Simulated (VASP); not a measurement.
# CdS in VASP: settings compared

CdS is run at these levels: r2SCAN, PBE; tasks: single point.

All numbers are computed with VASP 6.6.1; they aren't measurements. Logs are shortened: lines on timing, memory, paths and dates and some standing lists are left out, and cuts for length are marked.

## Step 1: The cell of the first run

It takes space group I4/mmm (No. 139, tetragonal). The conventional cell has a = 3.626 Å, b = 3.626 Å, c = 5.454 Å, α = 90.00°, β = 90.00°, γ = 90.00°. Within 3.4 Å of Cd (site symmetry 4/mmm) lie 6 S at 2.56 to 2.73 Å. Within 3.4 Å of S (site symmetry 4/mmm) lie 6 Cd at 2.56 to 2.73 Å.

## Step 2: Single point, r2SCAN (biaxial xy strain -6.0%)

Contents of POSCAR:

```
CdS
1.0
    0.0000000000      2.5639879845      2.7267765442
    2.5639879845      0.0000000000      2.7267765442
    2.5639879845      2.5639879845      0.0000000000
Cd S
1 1
Direct
    0.0000000000      0.0000000000      0.0000000000
    0.5000000000      0.5000000000      0.5000000000
```

Contents of INCAR.step1:

```
PREC     = Accurate       # precision mode
ENCUT    = 520            # plane-wave cutoff, eV
ISMEAR   = -1             # smearing method
SIGMA    = 0.02           # smearing width, eV
LREAL    = False          # projectors in reciprocal space
LASPH    = True           # aspherical terms in the spheres
NELM     = 60             # most SCF steps
NBANDS   = 16             # bands
GGA      = PE             # functional
ALGO     = Normal         # electronic algorithm
EDIFF    = 1E-4           # SCF threshold, eV
LWAVE    = True           # write WAVECAR
LCHARG   = False          # write CHGCAR
```

Contents of INCAR.step2:

```
PREC     = Accurate       # precision mode
ENCUT    = 520            # plane-wave cutoff, eV
EDIFF    = 1E-6           # SCF threshold, eV
ISMEAR   = -1             # smearing method
SIGMA    = 0.02           # smearing width, eV
LREAL    = False          # projectors in reciprocal space
LASPH    = True           # aspherical terms in the spheres
NELM     = 60             # most SCF steps
ALGO     = Normal         # electronic algorithm
ISIF     = 2              # what is computed and relaxed
LWAVE    = False          # write WAVECAR
LCHARG   = False          # write CHGCAR
METAGGA  = R2SCAN         # meta-GGA
LMIXTAU  = True         
NBANDS   = 16             # bands
ISTART   = 1
```

Contents of KPOINTS:

```
regular mesh
0
Gamma
  8 8 8
```

Potentials or basis: VASP PAW PBE potentials, release 64 (Cd, S).

On the command line:

```bash
$ cat potpaw_PBE.64/Cd/POTCAR potpaw_PBE.64/S/POTCAR > POTCAR
$ cp INCAR.step1 INCAR
$ mpirun -np 1 vasp_std > vasp.out
$ cp INCAR.step2 INCAR
$ mpirun -np 1 vasp_std > vasp.out
```

OUTCAR:

```text
PREC = Accurate
   ENCUT = 520
   EDIFF = 1E-6
   ISMEAR = -1
   LREAL = False
   LASPH = True
   NELM = 60
   ISIF = 2
   METAGGA = R2SCAN
   ISTART = 1

 ion  position               nearest neighbor table
   1  0.000  0.000  0.000-   2 2.56   2 2.56   2 2.56   2 2.56   2 2.73   2 2.73
   2  0.500  0.500  0.500-   1 2.56   1 2.56   1 2.56   1 2.56   1 2.73   1 2.73

  LATTYP: Found a body centered tetragonal cell.
 ALAT       =     3.6260265814
 C/A-ratio  =     1.5040025124

  Lattice vectors:

 A1 = (  -2.5639879845,   0.0000000000,   2.7267765442)
 A2 = (   2.5639879845,   0.0000000000,   2.7267765442)
 A3 = (   0.0000000000,   2.5639879845,  -2.7267765442)

Analysis of symmetry for initial positions (statically):
=====================================================================
 Subroutine PRICEL returns:
 Original cell was already a primitive cell.

 Routine SETGRP: Setting up the symmetry group for a
 body centered tetragonal supercell.

 Subroutine GETGRP returns: Found 16 space group operations
 (whereof 16 operations were pure point group operations)
 out of a pool of 16 trial point group operations.

The static configuration has the point symmetry D_4h.

Analysis of symmetry for dynamics (positions and initial velocities):
=====================================================================
 Subroutine PRICEL returns:
 Original cell was already a primitive cell.

 Routine SETGRP: Setting up the symmetry group for a
 body centered tetragonal supercell.

 Subroutine GETGRP returns: Found 16 space group operations
 (whereof 16 operations were pure point group operations)
 out of a pool of 16 trial point group operations.

The dynamic configuration has the point symmetry D_4h.

 Subroutine INISYM returns: Found 16 space group operations
 (whereof 16 operations are pure point group operations),
 and found     1 'primitive' translations

----------------------------------------------------------------------------------------

                                     Primitive cell

  volume of cell :      35.8518

  direct lattice vectors                    reciprocal lattice vectors
     0.000000000  2.563987985  2.726776544    -0.195008714  0.195008714  0.183366694
     2.563987985  0.000000000  2.726776544     0.195008714 -0.195008714  0.183366694
     2.563987985  2.563987985  0.000000000     0.195008714  0.195008714 -0.183366694

  length of vectors
     3.742905917  3.742905917  3.626026581     0.331179923  0.331179923  0.331179923

  position of ions in fractional coordinates (direct lattice)
     0.000000000  0.000000000  0.000000000
     0.500000000  0.500000000  0.500000000

  ion indices of the primitive-cell ions
   primitive index   ion index
                 1           1
                 2           2

----------------------------------------------------------------------------------------

 KPOINTS: regular mesh

Automatic generation of k-mesh.
 Grid dimensions read from file:
 generate k-points for:    8    8    8

 Generating k-lattice:

  Cartesian coordinates                     Fractional coordinates (reciprocal lattice)
    -0.024376089  0.024376089  0.022920837     0.125000000 -0.000000000  0.000000000
     0.024376089 -0.024376089  0.022920837    -0.000000000  0.125000000  0.000000000
     0.024376089  0.024376089 -0.022920837     0.000000000  0.000000000  0.125000000

  Length of vectors
     0.041397490  0.041397490  0.041397490

  Shift w.r.t. Gamma in fractional coordinates (k-lattice)
     0.000000000  0.000000000  0.000000000

 Subroutine IBZKPT returns following result:
 ===========================================

 Found     59 irreducible k-points:

 Following reciprocal coordinates:
            Coordinates               Weight
  0.000000  0.000000  0.000000      1.000000
  0.125000 -0.000000  0.000000      8.000000
  0.250000 -0.000000  0.000000      8.000000
  0.375000 -0.000000  0.000000      8.000000
  0.500000 -0.000000  0.000000      4.000000
  0.125000  0.125000  0.000000      2.000000
[... 16 lines left out ...]
  0.250000 -0.000000  0.125000     16.000000
  0.375000 -0.000000  0.125000     16.000000
 [... further k-points ...]
   k-points           NKPTS =     59   k-points in BZ     NKDIM =     59   number of bands    NBANDS=     16
   number of dos      NEDOS =    301   number of ions     NIONS =      2
   total plane-waves  NPLWV =  21952
   dimension x,y,z NGX =    28 NGY =   28 NGZ =   28
   dimension x,y,z NGXF=    56 NGYF=   56 NGZF=   56
   ions per type =               1   1
   NGX,Y,Z   is equivalent  to a cutoff of  12.44, 12.44, 12.84 a.u.
   NGXF,Y,Z  is equivalent  to a cutoff of  24.87, 24.87, 25.67 a.u.
 SYSTEM =  unknown system
   PREC   = accura    normal or accurate (medium, high low for compatibility)
   ISTART =      1    job   : 0-new  1-cont  2-samecut
   ICHARG =      0    charge: 1-file 2-atom 10-const
   ISPIN  =      1    spin polarized calculation?
   LNONCOLLINEAR =      F non collinear calculations
   LSORBIT =      F    spin-orbit coupling
   LASPH  =      T    aspherical Exc in radial PAW
   ENCUT  =  520.0 eV  38.22 Ry    6.18 a.u.   6.96  6.96  6.74*2*pi/ulx,y,z
   NELM   =     60;   NELMIN=  2; NELMDL=  0     # of ELM steps
   EDIFF  = 0.1E-05   stopping-criterion for ELM
   LREAL  =      F    real-space projection
   EDIFFG = 0.1E-04   stopping-criterion for IOM
   NSW    =      0    number of steps for IOM
   IBRION =     -1    ionic relax: 0-MD 1-quasi-New 2-CG
   NFREE  =      0    steps in history (QN), initial steepest desc. (CG)
   ISIF   =      2    stress and relaxation
   ISYM   =      2    0-nonsym 1-usesym 2-fastsym
   POTIM  = 0.5000    time-step for ionic-motion
   TEBEG  =    0.0;   TEEND  =   0.0 temperature during run
   PSTRESS=    0.0 pullay stress
   NELECT =      18.0000    total number of electrons
   NUPDOWN=      -1.0000    fix difference up-down
   EMIN   =  10.00;   EMAX   =-10.00  energy-range for DOS
   EFERMI =   0.00;   METHOD = LEGACY
   ISMEAR =    -1;   SIGMA  =   0.02  broadening in eV -4-tet -1-fermi 0-gaus
   EFERMI_NEDOS =   21; number of points for ismear=-14 and -15
   IALGO  =     38    algorithm
   IMIX   =      4    mixing-type and parameters
     AMIX     =   0.40;   BMIX     =  1.00
     AMIX_MAG =   1.60;   BMIX_MAG =  1.00
  volume/ion in A,a.u.               =      17.93       120.97
  Fermi-wavevector in a.u.,A,eV,Ry     =   1.301153  2.458823 23.034665  1.693000
  Thomas-Fermi vector in A             =   2.432306
   LORBIT       =      0    0 simple, 1 ext, 2 COOP (PROOUT), +10 PAW based schemes
   METAGGA = R2SCAN    functional components
   LHFCALC =     F    Hartree Fock is set to
   AEXX    =    0.0000 exact exchange contribution
   IVDW    =     0    specifies the selected vdW correction
   LEPSILON=     F    determine dielectric tensor
   LRPA    =     F    only Hartree local field effects (RPA)
 non-spin polarized calculation
  energy-cutoff  :      520.00
  volume of cell :       35.85
 maximum number of plane-waves:       998
   NGX = 13   NGY = 13   NGZ = 13

 number of electron      17.9999996 magnetization

 Free energy of the ion-electron system (eV)
  ---------------------------------------------------
  ext. energy  EPLUGINS =         0.00000000
  ---------------------------------------------------
  free energy    TOTEN  =       -29.28081318 eV

  energy without entropy =      -29.28081232  energy(sigma->0) =      -29.28081275

 E-fermi :   4.5194     XC(G=0): -11.6748

 val. band max:        4.3402995488   @ k =   0.5000  -0.0000   0.0000
 cond. band min:       4.6828260733   @ k =   0.5000   0.0000   0.5000
 fundamental gap:      0.3425265246
 Fermi energy:         4.5193564344

 k-point     1 :       0.0000    0.0000    0.0000
  band No.  band energies     occupation
      1     -10.2835      2.00000
      2      -4.1957      2.00000
      3      -4.1353      2.00000
      4      -4.1072      2.00000
      5      -4.0757      2.00000
      6      -4.0757      2.00000
[... 8 lines left out ...]
     15      16.1270      0.00000
     16      16.5826      0.00000

 k-point     2 :       0.1250   -0.0000    0.0000
  band No.  band energies     occupation
      1     -10.1109      2.00000
      2      -4.2193      2.00000
      3      -4.2083      2.00000
      4      -4.1511      2.00000
      5      -4.0682      2.00000
      6      -4.0433      2.00000
[... 8 lines left out ...]
     15      15.7758      0.00000
     16      16.7460      0.00000

 k-point     3 :       0.2500   -0.0000    0.0000
  band No.  band energies     occupation
      1      -9.6400      2.00000
      2      -4.4169      2.00000
      3      -4.3570      2.00000
      4      -4.2473      2.00000
      5      -3.9714      2.00000
      6      -3.9565      2.00000
[... 8 lines left out ...]
     15      15.7201      0.00000
     16      16.5169      0.00000

 k-point     4 :       0.3750   -0.0000    0.0000
  band No.  band energies     occupation
      1      -9.0520      2.00000
      2      -4.6001      2.00000
      3      -4.5507      2.00000
      4      -4.4277      2.00000
      5      -3.8672      2.00000
      6      -3.8509      2.00000
[... 8 lines left out ...]
     15      16.8717      0.00000
     16      17.3447      0.00000

 k-point     5 :       0.5000   -0.0000    0.0000
  band No.  band energies     occupation
      1      -8.7500      2.00000
      2      -4.6927      2.00000
      3      -4.6722      2.00000
      4      -4.5131      2.00000
      5      -3.8296      2.00000
      6      -3.7987      2.00000
[... 8 lines left out ...]
     15      17.7307      0.00000
     16      18.1406      0.00000

 k-point     6 :       0.1250    0.1250    0.0000
  band No.  band energies     occupation
      1     -10.1030      2.00000
      2      -4.2245      2.00000
      3      -4.2050      2.00000
      4      -4.1180      2.00000
      5      -4.0375      2.00000
      6      -4.0375      2.00000
[... 8 lines left out ...]
     15      17.7079      0.00000
     16      18.1604      0.00000
[... 267 lines left out ...]
 k-point    21 :       0.5000    0.5000    0.0000
  band No.  band energies     occupation
      1      -9.2307      2.00000
      2      -4.3912      2.00000
      3      -4.0169      2.00000
      4      -3.7298      2.00000
      5      -3.7298      2.00000
      6      -2.8347      2.00000
[... 8 lines left out ...]
     15      19.7029      0.00000
     16      19.7029      0.00000

 k-point    22 :       0.1250    0.0000    0.1250
  band No.  band energies     occupation
      1     -10.0415      2.00000
      2      -4.3310      2.00000
      3      -4.1500      2.00000
      4      -4.1124      2.00000
      5      -4.0871      2.00000
      6      -4.0508      2.00000
[... 8 lines left out ...]
     15      17.0251      0.00000
     16      17.7566      0.00000

 k-point    23 :       0.2500   -0.0000    0.1250
  band No.  band energies     occupation
      1      -9.6812      2.00000
      2      -4.5028      2.00000
      3      -4.2060      2.00000
      4      -4.1784      2.00000
      5      -4.0283      2.00000
      6      -3.9562      2.00000
[... 8 lines left out ...]
     15      16.8876      0.00000
     16      18.1729      0.00000

 k-point    24 :       0.3750   -0.0000    0.1250
  band No.  band energies     occupation
      1      -9.1694      2.00000
      2      -4.6067      2.00000
      3      -4.3761      2.00000
      4      -4.2923      2.00000
      5      -3.9196      2.00000
      6      -3.8440      2.00000
[... 8 lines left out ...]
     15      17.7429      0.00000
     16      18.3138      0.00000

 [... further k-points ...]

------------------------ aborting loop because EDIFF is reached ----------------------------------------

  FORCE on cell =-STRESS in cart. coord.  units (eV):
  Direction    XX          YY          ZZ          XY          YZ          ZX
  --------------------------------------------------------------------------------------
  -------------------------------------------------------------------------------------
  Total        4.1741425      4.1741425      1.8508405      0.0000000      0.0000000      0.0000000
  in kB      186.5375800    186.5375800     82.7119126      0.0000000      0.0000000      0.0000000
  external PRESSURE =     151.9290242 kB  Pullay stress =       0.0000000 kB

 VOLUME and BASIS-vectors are now :
 -----------------------------------------------------------------------------
  energy-cutoff  :      520.00
  volume of cell :       35.85
      direct lattice vectors                 reciprocal lattice vectors
     0.000000000  2.563987985  2.726776544    -0.195008714  0.195008714  0.183366694
     2.563987985  0.000000000  2.726776544     0.195008714 -0.195008714  0.183366694
     2.563987985  2.563987985  0.000000000     0.195008714  0.195008714 -0.183366694

 POSITION                                       TOTAL-FORCE (eV/Angst)
 -----------------------------------------------------------------------------------
      0.00000      0.00000      0.00000         0.000000     -0.000000      0.000000
      2.56399      2.56399      2.72678        -0.000000      0.000000     -0.000000
 -----------------------------------------------------------------------------------
    total drift:                                0.000000      0.000000      0.000000

  FREE ENERGIE OF THE ION-ELECTRON SYSTEM (eV)
  ---------------------------------------------------
  free  energy   TOTEN  =       -29.2808131758 eV

  energy  without entropy=      -29.2808123204  energy(sigma->0) =      -29.28081275
```

It took 1.7 min on 1 thread of Intel Xeon 6975P-C, shared host; peak memory 0.19 GiB.

What came out:

* Free energy: -29.2808 eV
* Pressure: 15.2 GPa
* Band gap on the k mesh: 0.34 eV, indirect (least direct gap 3.15 eV)

Caveat: the cell differs from its parent crystal (biaxial xy strain -6.0%); the PAW data sets were made with another functional, which shifts forces and pressure a little. A k mesh can miss the band edges.

## Step 3: Single point, PBE (strain +6.0%)

Contents of INCAR:

```
SYSTEM = CdS
ALGO = Normal ; EDIFF = 1E-6
ENCUT = 520 ; GGA = PE
ISIF = 2 ; ISMEAR = -1
LASPH = .True. ; LCHARG = .False.
LREAL = .False. ; LWAVE = .False.
NBANDS = 16 ; NELM = 100
PREC = Accurate ; SIGMA = 0.02
```

Contents of KPOINTS:

```
k-points
0
Gamma
  8 8 8
  0 0 0
```

Contents of POSCAR:

```
CdS
1.0
    0.0000000000      2.8898377816      2.8898377816
    2.8898377816      0.0000000000      2.8898377816
    2.8898377816      2.8898377816      0.0000000000
Cd S
1 1
Direct
    0.0000000000      0.0000000000      0.0000000000
    0.5000000000      0.5000000000      0.5000000000
```

Potentials or basis: VASP PAW PBE potentials, release 64 (Cd, S).

On the command line:

```bash
$ cat potpaw_PBE.64/Cd/POTCAR potpaw_PBE.64/S/POTCAR > POTCAR
$ mpirun -np 1 vasp_std > vasp.out
```

Wall time 18 s (1 thread of Intel Xeon Platinum 8259CL at 2.50GHz (Skylake/Cascade Lake), shared host); peak memory 0.17 GiB.

Results (log left out):

| Property | Result |
| --- | --- |
| Free energy | -5.7022 eV |
| Pressure | -7.4 GPa |
| Band gap on the k mesh | 0.19 eV, indirect (least direct gap 0.71 eV) |

Levels at points of the mesh, in eV from the valence-band top:
| k point | band 6 | band 7 | band 8 | band 9 | band 10 | band 11 | band 12 | band 13 |
| --- | --- | --- | --- | --- | --- | --- | --- | --- |
| (0.00, 0.00, 0.00) | -7.40 | -0.46 | -0.46 | -0.46 | 0.25 | 9.14 | 9.14 | 9.14 |
| (0.50, 0.00, 0.00) | -7.28 | -4.10 | -0.02 | -0.02 | 3.58 | 5.49 | 5.93 | 5.93 |
| (0.50, 0.50, 0.00) | -6.82 | -3.25 | -1.56 | -1.56 | 0.19 | 6.23 | 8.78 | 10.04 |

Caveat: the cell differs from its parent crystal (strain +6.0%). A k mesh can miss the band edges.

(Continued in part 2 of 2.)
